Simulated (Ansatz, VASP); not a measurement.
**Zr in VASP and in Ansatz**

```xyz
2
Lattice="3.2320 0.0000 0.0000 -1.6160 2.7990 0.0000 0.0000 0.0000 5.1470" Properties=species:S:1:pos:R:3 pbc="T T T"
Zr    0.0000    1.8660    1.2868
Zr    1.6160    0.9330    3.8603
```

Alike in both runs: task relaxation of cell and atoms; functional PBE; k mesh 21 × 21 × 12; occupations gaussian, width 0.1 eV; no spin polarisation.

|  | VASP | Ansatz |
| --- | --- | --- |
| version | VASP 6.6.1 | Ansatz 0.2.0 |
| potentials or method | VASP PAW PBE potentials, release 64 (Zr_sv), cutoff 600 eV | scalar-relativistic, plane waves, PAW |
| valence electrons in the cell | 24 | 24 |

|  | VASP | Ansatz | Ansatz less VASP |
| --- | --- | --- | --- |
| gap on the k mesh at the Fermi level, each at its own relaxed structure (eV) | none | none | - |
| relaxed volume (Å³/atom) | 23.39 | 23.39 | -0.004 |
| relaxed cell length with the largest relative difference (Å) | 5.172 | 5.172 | -0.0006 |

A gap of «none» marks a metal or a gap that the smearing closes.
